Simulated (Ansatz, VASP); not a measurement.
**One calculation of FeBiO4, two programs**

```
CELL_PARAMETERS angstrom
3.39574 -3.34767 0.00000
3.39574 3.34767 0.00000
0.00000 0.00000 3.26075
ATOMIC_POSITIONS crystal
Fe 0.50000 0.50000 0.50000
Bi 0.00000 0.00000 0.00000
O 0.32905 0.32905 0.00000
O 0.67095 0.67095 0.00000
O 0.22531 0.77469 0.50000
O 0.77469 0.22531 0.50000
```

Alike in both runs: task single point; functional PBE; k mesh 8 × 8 × 12; occupations gaussian, width 0.1 eV; collinear spin.

|  | VASP | Ansatz |
| --- | --- | --- |
| version | VASP 6.6.1 | Ansatz 0.2.0 |
| potentials or method | VASP PAW PBE potentials, release 64 (Fe, Bi_d, O), cutoff 520 eV | scalar-relativistic, plane waves, PAW |
| valence electrons in the cell | 47 | 55 |

|  | VASP | Ansatz | Ansatz less VASP |
| --- | --- | --- | --- |
| gap on the k mesh at the Fermi level (eV) | none | none | - |
| pressure (GPa) | 0.3 | 0.0 | -0.34 |
| traceless stress, the component that is largest in VASP (GPa) | -0.58 | -0.02 | +0.568 |
| rms of the force components (eV/Å) | 0.050 | 0.001 | -0.0490 |
| net moment per atom (μB) | 0.47 | 0.47 | +0.002 |
| size of the moment on the site where the two differ most (μB) | 2.42 | 2.22 | -0.197 |

Site moments also hang on the region over which each program counts them. Atom by atom the forces differ by 0.050 eV/Å (rms over components). A gap of «none» marks a metal or a gap that the smearing closes. VASP's potentials hold 47 valence electrons a cell and Ansatz's 55, so a difference there can come from the potentials and not from the codes.

Spin-orbit coupling is off throughout.
